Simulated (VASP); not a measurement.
# BN in VASP: notebook

Runs on BN. Level: PBE+D3(BJ). Tasks: single point.

Program: VASP 6.6.1. These are calculated values, not measurements. Logs are shortened: lines on timing, memory, paths and dates and some standing lists are left out, and cuts for length are marked.

### 1 The cell of the first run

It takes space group R3m (No. 160, trigonal). Conventional cell: a = 2.474 Å, b = 2.474 Å, c = 8.054 Å, α = 90.00°, β = 90.00°, γ = 120.00°. B (site symmetry 3m) has 3 N at 1.43 Å within 1.9 Å. Within 1.9 Å of N (site symmetry 3m) lie 3 B at 1.43 Å.

### 2 Single point, PBE+D3(BJ)

INCAR

```
ALGO = Normal
EDIFF = 1E-6
ENCUT = 520
GGA = PE
ISIF = 2
ISMEAR = 0
IVDW = 12
LASPH = T
LCHARG = F
LREAL = F
LWAVE = F
NBANDS = 11
NELM = 100
PREC = Accurate
SIGMA = 0.01
```

KPOINTS

```
k-points
0
Gamma
  12 12 12
```

POSCAR

```
BN
1.0
    2.4630441732      0.0022572339     -0.2341287642
   -1.2223560532      2.1383274881      0.2341136590
   -0.9807736472     -0.8613671125      2.7466194560
B N
1 1
Direct
    0.9942426666      0.9930261095     -0.0013452239
    0.6539063334      0.3228578905      0.9881502239
```

Potentials or basis: VASP PAW PBE potentials, release 64 (B, N).

On the command line:

```
> cat potpaw_PBE.64/B/POTCAR potpaw_PBE.64/N/POTCAR > POTCAR
> mpirun -np 1 vasp_std > vasp.out
```

OUTCAR:

```text
EDIFF = 1E-6
   ENCUT = 520
   GGA = PE
   ISIF = 2
   ISMEAR = 0
   IVDW = 12
   LASPH = T
   LREAL = F
   NELM = 100
   PREC = Accurate
 IVDW          = 12

 ion  position               nearest neighbor table
   1  0.994  0.993  0.999-   2 1.43   2 1.43   2 1.43
   2  0.654  0.323  0.988-   1 1.43   1 1.43   1 1.43

  LATTYP: Found a trigonal (rhomboedric) cell.
 ALAT       =     3.0410177055
 COS(alpha) =     0.6690338538

  Lattice vectors:

 A1 = (   0.2599144728,   1.2792176095,   2.7466043508)
 A2 = (  -0.9807736472,  -0.8613671125,   2.7466194560)
 A3 = (   1.4822705260,  -0.8591098786,   2.5124906918)

Analysis of symmetry for initial positions (statically):
=====================================================================
 Subroutine PRICEL returns:
 Original cell was already a primitive cell.

 Routine SETGRP: Setting up the symmetry group for a
 trigonal (rhombohedral) supercell.

 Subroutine GETGRP returns: Found  6 space group operations
 (whereof  1 operations were pure point group operations)
 out of a pool of 12 trial point group operations.

The static configuration has the point symmetry C_1 .
 The point group associated with its full space group is C_3v.

Analysis of symmetry for dynamics (positions and initial velocities):
=====================================================================
 Subroutine PRICEL returns:
 Original cell was already a primitive cell.

 Routine SETGRP: Setting up the symmetry group for a
 trigonal (rhombohedral) supercell.

 Subroutine GETGRP returns: Found  6 space group operations
 (whereof  1 operations were pure point group operations)
 out of a pool of 12 trial point group operations.

The dynamic configuration has the point symmetry C_1 .
 The point group associated with its full space group is C_3v.

 Subroutine INISYM returns: Found  6 space group operations
 (whereof  1 operations are pure point group operations),
 and found     1 'primitive' translations

----------------------------------------------------------------------------------------

                                     Primitive cell

  volume of cell :      14.2321

  direct lattice vectors                    reciprocal lattice vectors
     2.463044173  0.002257234 -0.234128764     0.426839951  0.219766161  0.221338532
    -1.222356053  2.138327488  0.234113659     0.013734518  0.459202566  0.148914856
    -0.980773647 -0.861367112  2.746619456     0.035214224 -0.020407637  0.370258324

  length of vectors
     2.474147929  2.474147929  3.041017706     0.528658921  0.482940232  0.372488576

  position of ions in fractional coordinates (direct lattice)
     0.994242667  0.993026110  0.998654776
     0.653906333  0.322857891  0.988150224

  ion indices of the primitive-cell ions
   primitive index   ion index
                 1           1
                 2           2

----------------------------------------------------------------------------------------

 KPOINTS: k-points

Automatic generation of k-mesh.
 Grid dimensions read from file:
 generate k-points for:   12   12   12

 Generating k-lattice:

  Cartesian coordinates                     Fractional coordinates (reciprocal lattice)
     0.035569996  0.018313847  0.018444878     0.083333333 -0.000000000 -0.000000000
     0.001144543  0.038266880  0.012409571     0.000000000  0.083333333  0.000000000
     0.002934519 -0.001700636  0.030854860    -0.000000000  0.000000000  0.083333333

  Length of vectors
     0.044054910  0.040245019  0.031040715

  Shift w.r.t. Gamma in fractional coordinates (k-lattice)
     0.000000000  0.000000000  0.000000000

 Subroutine IBZKPT returns following result:
 ===========================================

 Found    189 irreducible k-points:

 Following reciprocal coordinates:
            Coordinates               Weight
  0.000000  0.000000  0.000000      1.000000
  0.083333 -0.000000 -0.000000      6.000000
  0.166667  0.000000  0.000000      6.000000
  0.250000  0.000000 -0.000000      6.000000
  0.333333 -0.000000 -0.000000      6.000000
  0.416667  0.000000 -0.000000      6.000000
[... 16 lines left out ...]
  0.166667  0.250000 -0.000000     12.000000
  0.250000  0.250000 -0.000000     12.000000
 [... further k-points ...]
   k-points           NKPTS =    189   k-points in BZ     NKDIM =    189   number of bands    NBANDS=     11
   number of dos      NEDOS =    301   number of ions     NIONS =      2
   total plane-waves  NPLWV =   7776
   dimension x,y,z NGX =    18 NGY =   18 NGZ =   24
   dimension x,y,z NGXF=    36 NGYF=   36 NGZF=   48
   ions per type =               1   1
   NGX,Y,Z   is equivalent  to a cutoff of  12.09, 12.09, 13.12 a.u.
   NGXF,Y,Z  is equivalent  to a cutoff of  24.19, 24.19, 26.24 a.u.
 SYSTEM =  unknown system
   PREC   = accura    normal or accurate (medium, high low for compatibility)
   ISTART =      0    job   : 0-new  1-cont  2-samecut
   ICHARG =      2    charge: 1-file 2-atom 10-const
   ISPIN  =      1    spin polarized calculation?
   LNONCOLLINEAR =      F non collinear calculations
   LSORBIT =      F    spin-orbit coupling
   LASPH  =      T    aspherical Exc in radial PAW
   ENCUT  =  520.0 eV  38.22 Ry    6.18 a.u.   4.60  4.60  5.65*2*pi/ulx,y,z
   NELM   =    100;   NELMIN=  2; NELMDL= -5     # of ELM steps
   EDIFF  = 0.1E-05   stopping-criterion for ELM
   LREAL  =      F    real-space projection
   EDIFFG = 0.1E-04   stopping-criterion for IOM
   NSW    =      0    number of steps for IOM
   IBRION =     -1    ionic relax: 0-MD 1-quasi-New 2-CG
   NFREE  =      0    steps in history (QN), initial steepest desc. (CG)
   ISIF   =      2    stress and relaxation
   ISYM   =      2    0-nonsym 1-usesym 2-fastsym
   POTIM  = 0.5000    time-step for ionic-motion
   TEBEG  =    0.0;   TEEND  =   0.0 temperature during run
   PSTRESS=    0.0 pullay stress
   NELECT =       8.0000    total number of electrons
   NUPDOWN=      -1.0000    fix difference up-down
   EMIN   =  10.00;   EMAX   =-10.00  energy-range for DOS
   EFERMI =   0.00;   METHOD = LEGACY
   ISMEAR =     0;   SIGMA  =   0.01  broadening in eV -4-tet -1-fermi 0-gaus
   EFERMI_NEDOS =   21; number of points for ismear=-14 and -15
   IALGO  =     38    algorithm
   IMIX   =      4    mixing-type and parameters
     AMIX     =   0.40;   BMIX     =  1.00
     AMIX_MAG =   1.60;   BMIX_MAG =  1.00
  volume/ion in A,a.u.               =       7.12        48.02
  Fermi-wavevector in a.u.,A,eV,Ry     =   1.351082  2.553175 24.836394  1.825423
  Thomas-Fermi vector in A             =   2.478534
   LORBIT       =      0    0 simple, 1 ext, 2 COOP (PROOUT), +10 PAW based schemes
   GGA     = PE    functional components
   LHFCALC =     F    Hartree Fock is set to
   AEXX    =    0.0000 exact exchange contribution
   IVDW    =    12    specifies the selected vdW correction
   LEPSILON=     F    determine dielectric tensor
   LRPA    =     F    only Hartree local field effects (RPA)
 non-spin polarized calculation
 Gauss-broadening in eV      SIGMA  =   0.01
  energy-cutoff  :      520.00
  volume of cell :       14.23
 maximum number of plane-waves:       395
   NGX =  9   NGY =  9   NGZ = 11

 number of electron       8.0000001 magnetization

 Free energy of the ion-electron system (eV)
  ---------------------------------------------------
  ext. energy  EPLUGINS =         0.00000000
  ---------------------------------------------------
  free energy    TOTEN  =       -17.34110975 eV

  energy without entropy =      -17.34110975  energy(sigma->0) =      -17.34110975

 E-fermi :   4.6864     XC(G=0): -11.5657

 val. band max:        4.6208262415   @ k =   0.2500   0.5000  -0.0000
 cond. band min:       8.2417105029   @ k =   0.5000   0.0000  -0.0000
 fundamental gap:      3.6208842615
 Fermi energy:         4.6863904544

 k-point     1 :       0.0000    0.0000    0.0000
  band No.  band energies     occupation
      1     -14.1176      2.00000
      2       1.9105      2.00000
      3       3.1913      2.00000
      4       3.1913      2.00000
      5      11.6981      0.00000
      6      16.4034      0.00000
      7      16.4034      0.00000
      8      17.9878      0.00000
      9      21.3338      0.00000
     10      31.5643      0.00000
     11      33.2093      0.00000

 k-point     2 :       0.0833   -0.0000   -0.0000
  band No.  band energies     occupation
      1     -13.9430      2.00000
      2       1.8326      2.00000
      3       2.6461      2.00000
      4       2.8985      2.00000
      5      12.1991      0.00000
      6      16.2118      0.00000
      7      17.0144      0.00000
      8      17.6423      0.00000
      9      21.7290      0.00000
     10      30.7989      0.00000
     11      31.9963      0.00000

 k-point     3 :       0.1667    0.0000    0.0000
  band No.  band energies     occupation
      1     -13.4308      2.00000
      2       1.1547      2.00000
      3       1.8234      2.00000
      4       2.1876      2.00000
      5      13.2679      0.00000
      6      15.3840      0.00000
      7      17.0946      0.00000
      8      18.6593      0.00000
      9      22.7089      0.00000
     10      28.3573      0.00000
     11      31.9042      0.00000

 k-point     4 :       0.2500    0.0000   -0.0000
  band No.  band energies     occupation
      1     -12.6220      2.00000
      2      -0.5633      2.00000
      3       1.3650      2.00000
      4       1.7849      2.00000
      5      12.8924      0.00000
      6      14.6360      0.00000
      7      17.5642      0.00000
      8      20.9545      0.00000
      9      23.8795      0.00000
     10      27.3606      0.00000
     11      31.7561      0.00000

 k-point     5 :       0.3333   -0.0000   -0.0000
  band No.  band energies     occupation
      1     -11.6094      2.00000
      2      -2.3356      2.00000
      3       0.6587      2.00000
      4       1.9877      2.00000
      5      10.7755      0.00000
      6      14.5024      0.00000
      7      19.1183      0.00000
      8      23.4870      0.00000
      9      24.8434      0.00000
     10      27.7402      0.00000
     11      32.2135      0.00000
[... 211 lines left out ...]
 k-point    21 :      -0.0000    0.2500   -0.0000
  band No.  band energies     occupation
      1     -12.7964      2.00000
      2      -0.8070      2.00000
      3       1.5785      2.00000
      4       2.8069      2.00000
      5      13.0133      0.00000
      6      14.9966      0.00000
      7      16.8794      0.00000
      8      20.9854      0.00000
      9      23.3840      0.00000
     10      27.3127      0.00000
     11      27.6387      0.00000

 k-point    22 :       0.0833    0.2500   -0.0000
  band No.  band energies     occupation
      1     -12.1825      2.00000
      2      -1.8554      2.00000
      3       0.8906      2.00000
      4       2.7723      2.00000
      5      12.5979      0.00000
      6      15.7042      0.00000
      7      17.4239      0.00000
      8      21.7353      0.00000
      9      23.2103      0.00000
     10      26.2287      0.00000
     11      29.3744      0.00000

 k-point    23 :       0.1667    0.2500   -0.0000
  band No.  band energies     occupation
      1     -11.3520      2.00000
      2      -2.7628      2.00000
      3      -0.2918      2.00000
      4       2.8896      2.00000
      5      11.4940      0.00000
      6      16.9445      0.00000
      7      18.1062      0.00000
      8      21.3413      0.00000
      9      23.3688      0.00000
     10      27.2831      0.00000
     11      30.9302      0.00000

 k-point    24 :       0.2500    0.2500   -0.0000
  band No.  band energies     occupation
      1     -10.4624      2.00000
      2      -3.4239      2.00000
      3      -1.5316      2.00000
      4       3.1848      2.00000
      5      10.0787      0.00000
      6      17.4325      0.00000
      7      19.1870      0.00000
      8      21.2584      0.00000
      9      24.4221      0.00000
     10      28.3538      0.00000
     11      31.2585      0.00000

 [... further k-points ...]

------------------------ aborting loop because EDIFF is reached ----------------------------------------

 Edisp (eV)   -0.36867

 E8    (eV) :    -0.1097

  FORCE on cell =-STRESS in cart. coord.  units (eV):
  Direction    XX          YY          ZZ          XY          YZ          ZX
  --------------------------------------------------------------------------------------
  -------------------------------------------------------------------------------------
  Total       1.61985     1.62007     1.58353     0.00019     0.00202    -0.00348
  in kB     182.35460   182.37940   178.26517     0.02164     0.22732    -0.39225
  external pressure =      181.00 kB  Pullay stress =        0.00 kB

 VOLUME and BASIS-vectors are now :
 -----------------------------------------------------------------------------
  energy-cutoff  :      520.00
  volume of cell :       14.23
      direct lattice vectors                 reciprocal lattice vectors
     2.463044173  0.002257234 -0.234128764     0.426839951  0.219766161  0.221338532
    -1.222356053  2.138327488  0.234113659     0.013734518  0.459202566  0.148914856
    -0.980773647 -0.861367112  2.746619456     0.035214224 -0.020407637  0.370258324

 POSITION                                       TOTAL-FORCE (eV/Angst)
 -----------------------------------------------------------------------------------
      0.25558      1.26545      2.74262        -0.000088      0.000051     -0.000927
      0.24680     -0.15931      2.63656         0.000088     -0.000051      0.000927
 -----------------------------------------------------------------------------------
    total drift:                               -0.000082      0.000046      0.000100

  FREE ENERGIE OF THE ION-ELECTRON SYSTEM (eV)
  ---------------------------------------------------
  free  energy   TOTEN  =       -17.7097781827 eV

  energy  without entropy=      -17.7097781827  energy(sigma->0) =      -17.70977818
```

Wall time 13 s (1 thread of AMD EPYC 9R45 (Zen 5), shared host); peak memory 0.12 GiB.

What came out:

```yaml
Free_energy: -17.7098 eV
Pressure: 18.1 GPa
Band_gap_on_the_k_mesh: 3.62 eV (least direct gap 4.96 eV)
Dispersion_energy_per_atom: -0.184 eV
```

Stress tensor (GPa, compression positive):
```
18.24  0.00 -0.04
 0.00 18.24  0.02
-0.04  0.02 17.83
```

Levels at points of the mesh, in eV from the valence-band top:
| k point | band 2 | band 3 | band 4 | band 5 | band 6 | band 7 |
| --- | --- | --- | --- | --- | --- | --- |
| (0.00, 0.00, 0.00) | -2.71 | -1.43 | -1.43 | 7.08 | 11.78 | 11.78 |
| (0.50, 0.00, 0.00) | -9.07 | -4.59 | -2.05 | 3.62 | 9.60 | 16.43 |
| (0.00, 0.50, 0.00) | -9.62 | -4.22 | -0.25 | 5.49 | 10.77 | 14.49 |
| (0.00, 0.00, 0.50) | -7.86 | -1.57 | -1.57 | 11.46 | 11.46 | 12.31 |

Caveat: the cell stands under pressure.

(Continued in part 2 of 2.)
